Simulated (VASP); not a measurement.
# WC (P6_3/mmc) in VASP: single point with PBEsol

Aim: the single point of WC with PBEsol.

All numbers are computed with VASP 6.6.1; they aren't measurements. Logs are shortened: lines on timing, memory, paths and dates and some standing lists are left out, and cuts for length are marked.

## (1) The cell of the first run

It takes space group P6_3/mmc (No. 194, hexagonal). Conventional cell: a = 3.163 Å, b = 3.163 Å, c = 4.847 Å, α = 90.00°, β = 90.00°, γ = 120.00°. W (site symmetry -6m2) has 6 C at 2.19 Å within 2.9 Å. C (site symmetry -3m) has 6 W at 2.19 Å and 2 C at 2.42 Å within 2.9 Å.

## (2) Single point, PBEsol (Hf replaced by W, lengths x 0.969, strained)

Input file INCAR:

```
ALGO = Normal ; EDIFF = 1E-6
ENCUT = 520 ; GGA = PS
ISIF = 2 ; ISMEAR = 0
LASPH = T ; LCHARG = F
LREAL = F ; LWAVE = F
NBANDS = 26 ; NELM = 60
PREC = Accurate ; SIGMA = 0.1
```

Input file KPOINTS:

```
k-points
0
Gamma
  15 15 10
```

Input file POSCAR:

```
WC
1.0
    3.1625765235      0.0000000000      0.0000000000
   -1.5812882617      2.7388716107      0.0000000000
    0.0000000000      0.0000000000      4.8465024545
W C
2 2
Direct
    0.6666666700      0.3333333300      0.7500000000
    0.3333333300      0.6666666700      0.2500000000
    0.0000000000      0.0000000000      0.0000000000
    0.0000000000      0.0000000000      0.5000000000
```

Potentials or basis: VASP PAW PBE potentials, release 64 (W_sv, C).

On the command line:

```
> cat potpaw_PBE.64/W_sv/POTCAR potpaw_PBE.64/C/POTCAR > POTCAR
> mpirun -np 1 vasp_std > vasp.out
```

OUTCAR:

```text
EDIFF = 1E-6
   ENCUT = 520
   GGA = PS
   ISIF = 2
   ISMEAR = 0
   LASPH = T
   LREAL = F
   NELM = 60
   PREC = Accurate

 ion  position               nearest neighbor table
   1  0.667  0.333  0.750-   3 2.19   4 2.19   3 2.19   4 2.19   3 2.19   4 2.19   2 3.03   2 3.03
                             2 3.03   2 3.03   2 3.03   2 3.03
   2  0.333  0.667  0.250-   3 2.19   4 2.19   3 2.19   4 2.19   3 2.19   4 2.19   1 3.03   1 3.03
                             1 3.03   1 3.03   1 3.03   1 3.03
   3  0.000  0.000  0.000-   1 2.19   2 2.19   2 2.19   1 2.19   1 2.19   2 2.19
   4  0.000  0.000  0.500-   1 2.19   2 2.19   2 2.19   1 2.19   1 2.19   2 2.19

  LATTYP: Found a hexagonal cell.
 ALAT       =     3.1625765235
 C/A-ratio  =     1.5324538137

  Lattice vectors:

 A1 = (   3.1625765235,   0.0000000000,   0.0000000000)
 A2 = (  -1.5812882617,   2.7388716107,   0.0000000000)
 A3 = (   0.0000000000,   0.0000000000,   4.8465024545)

Analysis of symmetry for initial positions (statically):
=====================================================================
 Subroutine PRICEL returns:
 Original cell was already a primitive cell.

 Routine SETGRP: Setting up the symmetry group for a
 hexagonal supercell.

 Subroutine GETGRP returns: Found 24 space group operations
 (whereof 12 operations were pure point group operations)
 out of a pool of 24 trial point group operations.

The static configuration has the point symmetry D_3d.
 The point group associated with its full space group is D_6h.

Analysis of symmetry for dynamics (positions and initial velocities):
=====================================================================
 Subroutine PRICEL returns:
 Original cell was already a primitive cell.

 Routine SETGRP: Setting up the symmetry group for a
 hexagonal supercell.

 Subroutine GETGRP returns: Found 24 space group operations
 (whereof 12 operations were pure point group operations)
 out of a pool of 24 trial point group operations.

The dynamic configuration has the point symmetry D_3d.
 The point group associated with its full space group is D_6h.

 Subroutine INISYM returns: Found 24 space group operations
 (whereof 12 operations are pure point group operations),
 and found     1 'primitive' translations

----------------------------------------------------------------------------------------

                                     Primitive cell

  volume of cell :      41.9799

  direct lattice vectors                    reciprocal lattice vectors
     3.162576523  0.000000000  0.000000000     0.316197883  0.182556933  0.000000000
    -1.581288262  2.738871611  0.000000000     0.000000000  0.365113865  0.000000000
     0.000000000  0.000000000  4.846502455     0.000000000  0.000000000  0.206334364

  length of vectors
     3.162576523  3.162576523  4.846502455     0.365113865  0.365113865  0.206334364

  position of ions in fractional coordinates (direct lattice)
     0.666666670  0.333333330  0.750000000
     0.333333330  0.666666670  0.250000000
     0.000000000  0.000000000  0.000000000
     0.000000000  0.000000000  0.500000000

  ion indices of the primitive-cell ions
   primitive index   ion index
                 1           1
                 2           2
                 3           3
                 4           4

----------------------------------------------------------------------------------------

 KPOINTS: k-points

Automatic generation of k-mesh.
 Grid dimensions read from file:
 generate k-points for:   15   15   10

 Generating k-lattice:

  Cartesian coordinates                     Fractional coordinates (reciprocal lattice)
     0.021079859  0.012170462  0.000000000     0.066666667  0.000000000  0.000000000
     0.000000000  0.024340924  0.000000000     0.000000000  0.066666667  0.000000000
     0.000000000  0.000000000  0.020633436     0.000000000  0.000000000  0.100000000

  Length of vectors
     0.024340924  0.024340924  0.020633436

  Shift w.r.t. Gamma in fractional coordinates (k-lattice)
     0.000000000  0.000000000  0.000000000

 Subroutine IBZKPT returns following result:
 ===========================================

 Found    162 irreducible k-points:

 Following reciprocal coordinates:
            Coordinates               Weight
  0.000000  0.000000  0.000000      1.000000
  0.066667 -0.000000  0.000000      6.000000
  0.133333  0.000000  0.000000      6.000000
  0.200000 -0.000000  0.000000      6.000000
  0.266667  0.000000  0.000000      6.000000
  0.333333 -0.000000  0.000000      6.000000
[... 16 lines left out ...]
  0.333333  0.200000  0.000000     12.000000
  0.400000  0.200000  0.000000      6.000000
 [... further k-points ...]
   k-points           NKPTS =    162   k-points in BZ     NKDIM =    162   number of bands    NBANDS=     26
   number of dos      NEDOS =    301   number of ions     NIONS =      4
   total plane-waves  NPLWV =  20736
   dimension x,y,z NGX =    24 NGY =   24 NGZ =   36
   dimension x,y,z NGXF=    48 NGYF=   48 NGZF=   72
   ions per type =               2   2
   NGX,Y,Z   is equivalent  to a cutoff of  12.62, 12.62, 12.35 a.u.
   NGXF,Y,Z  is equivalent  to a cutoff of  25.23, 25.23, 24.70 a.u.
 SYSTEM =  unknown system
   PREC   = accura    normal or accurate (medium, high low for compatibility)
   ISTART =      0    job   : 0-new  1-cont  2-samecut
   ICHARG =      2    charge: 1-file 2-atom 10-const
   ISPIN  =      1    spin polarized calculation?
   LNONCOLLINEAR =      F non collinear calculations
   LSORBIT =      F    spin-orbit coupling
   LASPH  =      T    aspherical Exc in radial PAW
   ENCUT  =  520.0 eV  38.22 Ry    6.18 a.u.   5.88  5.88  9.01*2*pi/ulx,y,z
   NELM   =     60;   NELMIN=  2; NELMDL= -5     # of ELM steps
   EDIFF  = 0.1E-05   stopping-criterion for ELM
   LREAL  =      F    real-space projection
   EDIFFG = 0.1E-04   stopping-criterion for IOM
   NSW    =      0    number of steps for IOM
   IBRION =     -1    ionic relax: 0-MD 1-quasi-New 2-CG
   NFREE  =      0    steps in history (QN), initial steepest desc. (CG)
   ISIF   =      2    stress and relaxation
   ISYM   =      2    0-nonsym 1-usesym 2-fastsym
   POTIM  = 0.5000    time-step for ionic-motion
   TEBEG  =    0.0;   TEEND  =   0.0 temperature during run
   PSTRESS=    0.0 pullay stress
   NELECT =      36.0000    total number of electrons
   NUPDOWN=      -1.0000    fix difference up-down
   EMIN   =  10.00;   EMAX   =-10.00  energy-range for DOS
   EFERMI =   0.00;   METHOD = LEGACY
   ISMEAR =     0;   SIGMA  =   0.10  broadening in eV -4-tet -1-fermi 0-gaus
   EFERMI_NEDOS =   21; number of points for ismear=-14 and -15
   IALGO  =     38    algorithm
   IMIX   =      4    mixing-type and parameters
     AMIX     =   0.40;   BMIX     =  1.00
     AMIX_MAG =   1.60;   BMIX_MAG =  1.00
  volume/ion in A,a.u.               =      10.49        70.82
  Fermi-wavevector in a.u.,A,eV,Ry     =   1.555352  2.939189 32.914112  2.419119
  Thomas-Fermi vector in A             =   2.659305
   LORBIT       =      0    0 simple, 1 ext, 2 COOP (PROOUT), +10 PAW based schemes
   GGA     = PS    functional components
   LHFCALC =     F    Hartree Fock is set to
   AEXX    =    0.0000 exact exchange contribution
   IVDW    =     0    specifies the selected vdW correction
   LEPSILON=     F    determine dielectric tensor
   LRPA    =     F    only Hartree local field effects (RPA)
 non-spin polarized calculation
 Gauss-broadening in eV      SIGMA  =   0.10
  energy-cutoff  :      520.00
  volume of cell :       41.98
 maximum number of plane-waves:      1148
 NGX is ok and might be reduce to    24
   NGX = 11   NGY = 11   NGZ = 19

 number of electron      35.9999998 magnetization

 Free energy of the ion-electron system (eV)
  ---------------------------------------------------
  ext. energy  EPLUGINS =         0.00000000
  ---------------------------------------------------
  free energy    TOTEN  =       -45.51914777 eV

  energy without entropy =      -45.50746891  energy(sigma->0) =      -45.51330834

 E-fermi :  12.1932     XC(G=0): -13.8536

 val. band max:       12.1831762306   @ k =   0.4667  -0.0000   0.3000
 cond. band min:      12.1976789553   @ k =   0.4000   0.0000   0.0000
 fundamental gap:      0.0145027246
 Fermi energy:        12.1932257981

 k-point     1 :       0.0000    0.0000    0.0000
  band No.  band energies     occupation
      1     -62.9107      2.00000
      2     -62.8607      2.00000
      3     -27.5805      2.00000
      4     -27.0262      2.00000
      5     -27.0262      2.00000
      6     -26.9308      2.00000
[... 18 lines left out ...]
     25      18.4824      0.00000
     26      18.5060      0.00000

 k-point     2 :       0.0667   -0.0000    0.0000
  band No.  band energies     occupation
      1     -62.9095      2.00000
      2     -62.8604      2.00000
      3     -27.5714      2.00000
      4     -27.0437      2.00000
      5     -27.0333      2.00000
      6     -26.9473      2.00000
[... 18 lines left out ...]
     25      18.2248      0.00000
     26      18.2936      0.00000

 k-point     3 :       0.1333    0.0000    0.0000
  band No.  band energies     occupation
      1     -62.9057      2.00000
      2     -62.8595      2.00000
      3     -27.5450      2.00000
      4     -27.0932      2.00000
      5     -27.0525      2.00000
      6     -26.9932      2.00000
[... 18 lines left out ...]
     25      17.5487      0.00000
     26      17.7440      0.00000

 k-point     4 :       0.2000   -0.0000    0.0000
  band No.  band energies     occupation
      1     -62.9000      2.00000
      2     -62.8583      2.00000
      3     -27.5035      2.00000
      4     -27.1661      2.00000
      5     -27.0788      2.00000
      6     -27.0595      2.00000
[... 18 lines left out ...]
     25      17.0136      0.00000
     26      17.8378      0.00000
[... 496 lines left out ...]
      1     -62.8778      2.00000
      2     -62.8576      2.00000
      3     -27.3519      2.00000
      4     -27.3211      2.00000
      5     -27.2700      2.00000
      6     -27.1413      2.00000
[... 18 lines left out ...]
     25      18.1179      0.00000
     26      19.0399      0.00000

 k-point    23 :       0.3333    0.2000    0.0000
  band No.  band energies     occupation
      1     -62.8726      2.00000
      2     -62.8590      2.00000
      3     -27.3898      2.00000
      4     -27.2703      2.00000
      5     -27.2634      2.00000
      6     -27.1864      2.00000
[... 18 lines left out ...]
     25      18.8330      0.00000
     26      19.4648      0.00000

 k-point    24 :       0.4000    0.2000    0.0000
  band No.  band energies     occupation
      1     -62.8703      2.00000
      2     -62.8600      2.00000
      3     -27.4031      2.00000
      4     -27.2498      2.00000
      5     -27.2456      2.00000
      6     -27.2139      2.00000
[... 18 lines left out ...]
     25      19.1267      0.00000
     26      19.3307      0.00000

 [... further k-points ...]

------------------------ aborting loop because EDIFF is reached ----------------------------------------

  FORCE on cell =-STRESS in cart. coord.  units (eV):
  Direction    XX          YY          ZZ          XY          YZ          ZX
  --------------------------------------------------------------------------------------
  -------------------------------------------------------------------------------------
  Total       -7.6579572     -7.6579572      9.1307162     -0.0000000      0.0000000     -0.0000000
  in kB     -292.2687358   -292.2687358    348.4771237     -0.0000000      0.0000000     -0.0000000
  external PRESSURE =     -78.6867826 kB  Pullay stress =       0.0000000 kB

 VOLUME and BASIS-vectors are now :
 -----------------------------------------------------------------------------
  energy-cutoff  :      520.00
  volume of cell :       41.98
      direct lattice vectors                 reciprocal lattice vectors
     3.162576523  0.000000000  0.000000000     0.316197883  0.182556933  0.000000000
    -1.581288262  2.738871611  0.000000000     0.000000000  0.365113865  0.000000000
     0.000000000  0.000000000  4.846502455     0.000000000  0.000000000  0.206334364

 POSITION                                       TOTAL-FORCE (eV/Angst)
 -----------------------------------------------------------------------------------
      1.58129      0.91296      3.63488         0.000000      0.000000      0.000000
     -0.00000      1.82591      1.21163        -0.000000      0.000000      0.000000
      0.00000      0.00000      0.00000        -0.000000      0.000000      0.000000
      0.00000      0.00000      2.42325        -0.000000      0.000000      0.000000
 -----------------------------------------------------------------------------------
    total drift:                               -0.000008      0.000004     -0.000000

  FREE ENERGIE OF THE ION-ELECTRON SYSTEM (eV)
  ---------------------------------------------------
  free  energy   TOTEN  =       -45.5191477733 eV

  energy  without entropy=      -45.5074689110  energy(sigma->0) =      -45.51330834
```

Run time: 87 s. Hardware: 1 thread of AMD EPYC 9R14 (Zen 4), shared host; peak memory 0.23 GiB.

Results:

```yaml
Free_energy: -45.5191 eV
Pressure: -7.9 GPa
Band_gap_on_the_k_mesh: zero (band 18 reaches 13.33 eV, above the bottom of band 19 at 10.33 eV)
```

Levels at points of the mesh, in eV from the Fermi level:
```
           k point  band 16  band 17  band 18  band 19  band 20  band 21
(0.00, 0.00, 0.00)    -2.33    -2.08    -2.08    -1.86    -1.86     0.99
(0.00, 0.00, 0.50)    -5.53     0.29     0.29     0.29     0.29     2.06
```

Caveat: the cell differs from its parent crystal (Hf replaced by W, lengths x 0.969, strained); the PAW data sets were made with another functional, which shifts forces and pressure a little; spin-orbit coupling is left out, which moves the levels of the heavy elements.
